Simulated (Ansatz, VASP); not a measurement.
## PbS: VASP beside Ansatz

Contents of INCAR:

```
PREC     = Accurate       # precision mode
ENCUT    = 500            # plane-wave cutoff, eV
EDIFF    = 1E-6           # SCF threshold, eV
ISMEAR   = 0              # smearing method
SIGMA    = 0.01           # smearing width, eV
LREAL    = F              # projectors in reciprocal space
LASPH    = T              # aspherical terms in the spheres
NELM     = 200            # most SCF steps
ALGO     = Normal         # electronic algorithm
ISIF     = 2              # what is computed and relaxed
LWAVE    = F              # write WAVECAR
LCHARG   = T              # write CHGCAR
LNONCOLLINEAR= T              # non-collinear magnetism
MAGMOM   = 0 0 0 0 0 0 0 0 0 0 0 0 # initial moments
LORBIT   = 11             # projections on sites
LSORBIT  = T              # spin-orbit coupling
GGA_COMPAT= F            
LORBMOM  = T            
GGA      = PS             # functional
LVHAR    = T            
NBANDS   = 54             # bands
```

KPOINTS

```
regular mesh
0
Gamma
  6 6 6
```

File POSCAR:

```
PbS
1.0
    2.0799530000     -5.9912970000      0.0000000000
    2.0799530000      5.9912970000      0.0000000000
    0.0000000000      0.0000000000      4.2793210000
Pb S
2 2
Direct
    0.8694370000      0.1305630000      0.7500000000
    0.1305630000      0.8694370000      0.2500000000
    0.6452030000      0.3547970000      0.7500000000
    0.3547970000      0.6452030000      0.2500000000
```

Input for Ansatz:

```yaml
crystal:
  lattice:
    - [2.079953, -5.991297, 0.0]
    - [2.079953, 5.991297, 0.0]
    - [0.0, 0.0, 4.279321]
  atoms:
    - { symbol: Pb, position: [0.869437, 0.130563, 0.75] }
    - { symbol: Pb, position: [0.130563, 0.869437, 0.25] }
    - { symbol: S, position: [0.645203, 0.35479700000000003, 0.75] }
    - { symbol: S, position: [0.35479700000000003, 0.645203, 0.25] }
kpoints:
  mp_grid:
    grid: [6, 6, 6]
hamiltonian:
  xc: pbesol
magnetization:
  noncollinear: true
  spin_orbit: true
scf:
  convergence:
    dr2_threshold: 1.0e-10
  occupations:
    method: fixed
output:
  eigenvalues: true
```

Alike in both runs: task single point; functional PBEsol; k mesh 6 × 6 × 6; non-collinear spin, spin-orbit coupling.

|  | VASP | Ansatz |
| --- | --- | --- |
| version | VASP 6.6.1 | Ansatz 0.2.0 |
| potentials or method | VASP PAW PBE potentials, release 64 (Pb_d, S) | plane waves, PAW |
| plane-wave cutoff (eV) | 500 | 420 |
| occupations | gaussian, width 0.01 eV | fixed |
| valence electrons in the cell | 40 | 40 |

```tsv
	VASP	Ansatz	Ansatz less VASP
net moment per atom (μB)	0.00	0.00	0.000
```

VASP's potentials were made for PBE, not for PBEsol.
